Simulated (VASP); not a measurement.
Write the native input for VASP 6.6.1 that does the following.

| Property | Result |
| --- | --- |
| Task | single point |
| Functional | PBE |
| Potentials or basis | VASP PAW PBE potentials, release 64 (Ba_sv, Ti_sv, O_h) |
| Cutoff | 1340 eV |
| k mesh | 6 × 6 × 6 |
| Occupations | gaussian, width 0.05 eV |
| Spin | no spin polarisation |
| Hubbard terms | Ti d U = 4.0 eV |
| Dipole correction | no |
| Further INCAR settings | ALGO = Normal; EDIFF = 1e-06; NBANDS = 28 |

The structure of BaTiO3 lies in POSCAR:

```
BaTiO3
1.0
    2.9461832477      1.7009796911      2.2756719710
   -2.9461832477      1.7009796911      2.2756719710
    0.0000000000     -3.4019593823      2.2756719709
Ba Ti O
1 1 3
Direct
    0.0026800181      0.0026800181      0.0026800181
    0.5127992509      0.5127992509      0.5127992509
    0.4903227049      0.4903227049      0.9825753212
    0.4903227049      0.9825753212      0.4903227049
    0.9825753212      0.4903227049      0.4903227049
```

This cell differs from its parent crystal: strain +0.030 along x and y, -0.030 along z.

The input as run:

INCAR

```
PREC = Accurate ; ENCUT = 1340
EDIFF = 1E-6 ; ISMEAR = 0
SIGMA = 0.05 ; LREAL = F
LASPH = T ; NELM = 200
ALGO = Normal ; ISIF = 2
LWAVE = F ; LCHARG = F
LMAXMIX = 4 ; LDAU = T
LDAUTYPE = 2 ; LDAUL = -1 2 -1
LDAUU = 0 4 0 ; LDAUJ = 0 0 0
LDAUPRINT = 1 ; GGA = PE
NBANDS = 28 ; GGA_COMPAT = F
```

KPOINTS

```
Automatic mesh
0
Gamma
  6 6 6
```

Potentials or basis: VASP PAW PBE potentials, release 64 (Ba_sv, Ti_sv, O_h).

The run is started by

```bash
$ cat potpaw_PBE.64/Ba_sv/POTCAR potpaw_PBE.64/Ti_sv/POTCAR potpaw_PBE.64/O_h/POTCAR > POTCAR
$ mpirun -np 1 vasp_std > vasp.out
```

It gave:

- Pressure: -1.3 GPa
- Largest force: 0.401 eV/Å
- Band gap on the k mesh: 2.37 eV (least direct gap 2.72 eV)

Caveat: the cell differs from its parent crystal (strain +0.030 along x and y, -0.030 along z); the stress differs along the axes, from -6 to 7 GPa; spin-orbit coupling is left out, which moves the levels of the heavy elements.

Run time: 4.7 min on 1 thread of Intel(R) Xeon(R) Platinum 8259CL CPU @ 2.50GHz (Skylake/Cascade Lake), with other jobs on the host, peak memory 0.53 GiB.
